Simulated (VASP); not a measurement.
# Si5Cl (P4/mmm) in VASP: a series of runs, part 3 of 3

VASP 6.6.1. Earlier steps stand in the parts before.

## Step 5: Single point, PBE

This run uses another cell than the first one, of 21.59 Å³/atom.

INCAR reads:

```
SYSTEM = Si5Cl
ALGO = Normal ; EDIFF = 1E-6
ENCUT = 520 ; GGA = PE
ISIF = 2 ; ISMEAR = 0
LASPH = .True. ; LCHARG = .True.
LELF = .True. ; LREAL = .False.
LVHAR = .True. ; LWAVE = .False.
NBANDS = 22 ; NELM = 100
PREC = Accurate ; SIGMA = 0.1
```

KPOINTS reads:

```
k-points
0
Gamma
  12 12 4
  0 0 0
```

POSCAR reads:

```
Si5Cl
1.0
    3.2566552663      0.0000000000      0.0000000000
    0.0000000000      3.2566552663      0.0000000000
    0.0000000000      0.0000000000     12.2117523600
Si Cl
5 1
Direct
    0.0000000000      0.0000000000      0.9044217082
    0.0000000000      0.0000000000      0.0955782918
    0.0000000000      0.0000000000      0.7107433202
    0.0000000000      0.0000000000      0.2892566798
    0.0000000000      0.0000000000      0.5000000000
    0.5000000000      0.5000000000      0.5000000000
```

Potentials or basis: VASP PAW PBE potentials, release 64 (Si, Cl).

The run is started by

```bash
> cat potpaw_PBE.64/Si/POTCAR potpaw_PBE.64/Cl/POTCAR > POTCAR
> mpirun -np 1 vasp_std > vasp.out
```

OUTCAR:

```text
SYSTEM = Si5Cl
   EDIFF = 1E-6
   ENCUT = 520
   GGA = PE
   ISIF = 2
   ISMEAR = 0
   LASPH = .True.
   LREAL = .False.
   NELM = 100
   PREC = Accurate

 ion  position               nearest neighbor table
   1  0.000  0.000  0.904-   2 2.33   3 2.37
   2  0.000  0.000  0.096-   1 2.33   4 2.37
   3  0.000  0.000  0.711-   1 2.37   5 2.57
   4  0.000  0.000  0.289-   2 2.37   5 2.57
   5  0.000  0.000  0.500-   6 2.30   6 2.30   6 2.30   6 2.30   3 2.57   4 2.57
   6  0.500  0.500  0.500-   5 2.30   5 2.30   5 2.30   5 2.30

  LATTYP: Found a simple tetragonal cell.
 ALAT       =     3.2566552663
 C/A-ratio  =     3.7497835544

  Lattice vectors:

 A1 = (   3.2566552663,   0.0000000000,   0.0000000000)
 A2 = (   0.0000000000,   3.2566552663,   0.0000000000)
 A3 = (   0.0000000000,   0.0000000000,  12.2117523600)

Analysis of symmetry for initial positions (statically):
=====================================================================
 Subroutine PRICEL returns:
[... 178 lines left out ...]

 E-fermi :   5.3666     XC(G=0):  -9.3579

 val. band max:        5.3504072383   @ k =   0.3333   0.2500   0.0000
 cond. band min:       5.4028875739   @ k =   0.3333   0.3333   0.5000
 fundamental gap:      0.0524803356
 Fermi energy:         5.3666285723

 k-point     1 :       0.0000    0.0000    0.0000
  band No.  band energies     occupation
      1     -14.7801      2.00000
      2      -5.0720      2.00000
      3      -4.6361      2.00000
      4      -2.9871      2.00000
      5      -2.6373      2.00000
      6      -2.0130      2.00000
[... 589 lines left out ...]
     21       9.8083      0.00000
     22       9.8469      0.00000

 [... further k-points ...]

------------------------ aborting loop because EDIFF is reached ----------------------------------------

  FORCE on cell =-STRESS in cart. coord.  units (eV):
  Direction    XX          YY          ZZ          XY          YZ          ZX
  --------------------------------------------------------------------------------------
  -------------------------------------------------------------------------------------
  Total        0.0661963      0.0661963     -0.0336746      0.0000000      0.0000000     -0.0000000
  in kB        0.8188842      0.8188842     -0.4165737      0.0000000      0.0000000     -0.0000000
  external PRESSURE =       0.4070649 kB  Pullay stress =       0.0000000 kB

 VOLUME and BASIS-vectors are now :
 -----------------------------------------------------------------------------
  energy-cutoff  :      520.00
  volume of cell :      129.52
      direct lattice vectors                 reciprocal lattice vectors
     3.256655266  0.000000000  0.000000000     0.307063511  0.000000000  0.000000000
     0.000000000  3.256655266  0.000000000     0.000000000  0.307063511  0.000000000
     0.000000000  0.000000000 12.211752360     0.000000000  0.000000000  0.081888329

 POSITION                                       TOTAL-FORCE (eV/Angst)
 -----------------------------------------------------------------------------------
      0.00000      0.00000     11.04457        -0.000000     -0.000000      0.002169
      0.00000      0.00000      1.16718         0.000000      0.000000     -0.002169
      0.00000      0.00000      8.67942         0.000000     -0.000000     -0.000378
      0.00000      0.00000      3.53233        -0.000000     -0.000000      0.000378
      0.00000      0.00000      6.10588        -0.000000      0.000000      0.000000
      1.62833      1.62833      6.10588        -0.000000      0.000000      0.000000
 -----------------------------------------------------------------------------------
    total drift:                                0.000000      0.000000     -0.000000

  FREE ENERGIE OF THE ION-ELECTRON SYSTEM (eV)
  ---------------------------------------------------
  free  energy   TOTEN  =       -23.0022119855 eV

  energy  without entropy=      -22.9898922081  energy(sigma->0) =      -22.99605210
```

OSZICAR:

```text
N       E                     dE             d eps       ncg     rms          rms(c)
DAV:   1     0.826328333438E+02    0.82633E+02   -0.10217E+04  3696   0.990E+02
DAV:   2    -0.153087430069E+02   -0.97942E+02   -0.92967E+02  4826   0.150E+02
DAV:   3    -0.233771843210E+02   -0.80684E+01   -0.79352E+01  4744   0.415E+01
DAV:   4    -0.235308069490E+02   -0.15362E+00   -0.15340E+00  4618   0.695E+00
DAV:   5    -0.235339802070E+02   -0.31733E-02   -0.31725E-02  4824   0.993E-01    0.138E+01
DAV:   6    -0.231022026586E+02    0.43178E+00   -0.17425E+00  5046   0.591E+00    0.121E+01
DAV:   7    -0.230450987550E+02    0.57104E-01   -0.89749E-01  4832   0.365E+00    0.607E+00
DAV:   8    -0.230123793725E+02    0.32719E-01   -0.44109E-01  4832   0.287E+00    0.853E-01
DAV:   9    -0.230032939913E+02    0.90854E-02   -0.44080E-02  4534   0.990E-01    0.294E-01
DAV:  10    -0.230021918432E+02    0.11021E-02   -0.47231E-03  4712   0.329E-01    0.876E-02
DAV:  11    -0.230022162437E+02   -0.24401E-04   -0.49877E-04  4490   0.108E-01    0.647E-02
DAV:  12    -0.230022152138E+02    0.10299E-05   -0.63664E-05  4514   0.398E-02    0.148E-02
DAV:  13    -0.230022115905E+02    0.36233E-05   -0.11419E-05  4458   0.159E-02    0.668E-03
DAV:  14    -0.230022119855E+02   -0.39492E-06   -0.15506E-06  3240   0.623E-03
   1 F= -.23002212E+02 E0= -.22996052E+02  d E =-.123198E-01
```

stdout:

```text
POSCAR found type information on POSCAR SiCl
 POSCAR found :  2 types and       6 ions
 scaLAPACK will be used
 LDA part: xc-table for (Slater+PW92), standard interpolation
 POSCAR, INCAR and KPOINTS ok, starting setup
 FFT: planning ... GRIDC
 FFT: planning ... GRID_SOFT
 FFT: planning ... GRID
 WAVECAR not read
 entering main loop
```

Wall time 2 min (1 thread of AMD EPYC 9R45 (Zen 5), shared host); peak memory 0.3 GiB.

What came out:

```
Free energy            : -23.0022 eV
Pressure               : 0.0 GPa
Band gap on the k mesh : zero (an odd number of electrons rules out a gap without spin polarisation)
```

Forces in eV/Å, atoms in the order of the input:
```
Si   0.000  0.000  0.002
Si   0.000  0.000 -0.002
Si   0.000  0.000  0.000
Si   0.000  0.000  0.000
Si   0.000  0.000  0.000
Cl   0.000  0.000  0.000
```

Levels at points of the mesh, in eV from the Fermi level:
```csv
k point,band 11,band 12,band 13,band 14,band 15,band 16,band 17,band 18
"(0.00, 0.00, 0.00)",-0.70,1.21,2.24,2.24,2.84,2.84,3.38,3.43
"(0.50, 0.00, 0.00)",-2.61,-2.16,-0.84,0.11,0.12,0.29,0.90,3.35
"(0.50, 0.50, 0.00)",-2.54,-1.98,-1.98,-0.42,-0.42,-0.08,0.56,0.56
"(0.00, 0.00, 0.50)",0.43,1.21,1.23,2.20,2.20,3.02,3.02,3.80
"(0.50, 0.00, 0.50)",-3.29,-1.46,-0.76,-0.44,0.29,0.54,1.56,2.84
"(0.50, 0.50, 0.50)",-2.52,-1.68,-1.68,-1.50,-0.98,-0.98,1.19,1.19
```

Caveat: an odd number of electrons without spin polarisation forces a metal; a magnetic or distorted state may lie lower.

## Step 6: Summary

| task | cell | k mesh | cutoff (eV) | gap on the mesh (eV) | pressure (GPa) | largest force (eV/Å) |
| --- | --- | --- | --- | --- | --- | --- |
| single point | a = 3.690, b = 3.690, c = 8.652 Å, 6 atoms, atomic positions A | 6 × 6 × 2 | 520 | none | 98.7 | 40.21 |
| single point | a = 3.218, b = 3.218, c = 12.400 Å, 6 atoms, atomic positions B | 6 × 6 × 2 | 520 | none | 0.0 | 0.03 |
| relaxation of cell and atoms | relaxed from a = 3.690, b = 3.690, c = 8.652 Å, 6 atoms, atomic positions A | 6 × 6 × 2 | 600 | none | -0.1 | 0.03 |
| single point | a = 3.257, b = 3.257, c = 12.212 Å, 6 atoms, atomic positions C | 12 × 12 × 4 | 520 | none | 0.0 | - |

Alike in all rows: level PBE; potentials or basis VASP PAW PBE potentials, release 64 (Si, Cl); no spin polarisation; smearing gaussian 0.1 eV.

Caveats: some runs use coarse meshes; an odd number of electrons without spin polarisation forces a metal; a magnetic or distorted state may lie lower; atoms lie so close that the PAW spheres overlap strongly, which falsifies energies and pressures (at least some runs); a cell axis changed by over 15 % at a fixed basis, so the end point is rough (at least some runs).

Total energies depend on the potentials used, so only differences within one code and one set of settings carry meaning.
